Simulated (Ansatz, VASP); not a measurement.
## Mg2F3: VASP beside Ansatz

```xyz
5
Lattice="1.6684 0.9632 7.7699 -1.6684 0.9632 7.7699 0.0000 -1.9265 7.7699" Properties=species:S:1:pos:R:3 pbc="T T T"
Mg    0.0000    0.0000    9.2565
Mg    0.0000    0.0000   14.0532
F     0.0000    0.0000    0.0000
F     0.0000    0.0000    5.5876
F     0.0000    0.0000   17.7221
```

Alike in both runs: functional PBE; k mesh 12 × 12 × 12; occupations gaussian, width 0.1 eV; no spin polarisation.

Ansatz relaxed the structure, and its values are those at the end. VASP's run is a single point on that final structure, the one shown.

```csv
,VASP,Ansatz
version,VASP 6.6.1,Ansatz 0.2.0
potentials or method,"VASP PAW PBE potentials, release 64 (Mg, F), cutoff 520 eV","scalar-relativistic, plane waves, PAW"
valence electrons in the cell,25,41
```

```tsv
	VASP	Ansatz	Ansatz less VASP
gap on the k mesh at the Fermi level (eV)	none	none	-
pressure (GPa)	-0.5	0.0	+0.50
rms of the force components (eV/Å)	0.005	0.000	-0.0044
```

A gap of «none» marks a metal or a gap that the smearing closes. VASP's potentials hold 25 valence electrons a cell and Ansatz's 41, so a difference there can come from the potentials and not from the codes.
